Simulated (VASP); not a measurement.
A run of VASP 6.6.1:

The input INCAR:

```
PREC = Accurate
ENCUT = 520
EDIFF = 1E-7
ISMEAR = 0
SIGMA = 0.05
LREAL = False
LASPH = True
NELM = 150
ALGO = Normal
ISIF = 2
LWAVE = False
LCHARG = False
ISPIN = 2
MAGMOM = 3.15 0 0
LORBIT = 11
LMAXMIX = 4
LDAU = True
LDAUTYPE = 2
LDAUL = 2 -1
LDAUU = 3.9 0
LDAUJ = 0 0
LDAUPRINT = 1
GGA = PE
NBANDS = 24
```

File KPOINTS:

```
Automatic mesh
0
Gamma
  10 10 6
```

The input POSCAR:

```
MnO2
1.0
    2.9203003366      0.0000000000      0.0000000000
   -1.4601501683      2.5290542782      0.0000000000
    0.0000000000      0.0000000000      5.5070216066
Mn O
1 2
Direct
    0.0000000000      0.0000000000      0.0000000000
    0.3333333333      0.6666666667      0.1728657965
    0.6666666667      0.3333333333      0.8362135214
```

Potentials or basis: VASP PAW PBE potentials, release 64 (Mn_pv, O).

The run is started by

```sh
$ cat potpaw_PBE.64/Mn_pv/POTCAR potpaw_PBE.64/O/POTCAR > POTCAR
$ mpirun -np 1 vasp_std > vasp.out
```

Hardware: 1 thread of AMD EPYC 9R45 96-Core Processor (Zen 5), with other jobs on the host.

Problem. How long does it take, and how much memory?

Solution. Run time: 110 s on 1 thread of AMD EPYC 9R45 96-Core Processor (Zen 5), on a shared host, peak memory 0.22 GiB. Counts: scf iterations 18, k points 72.
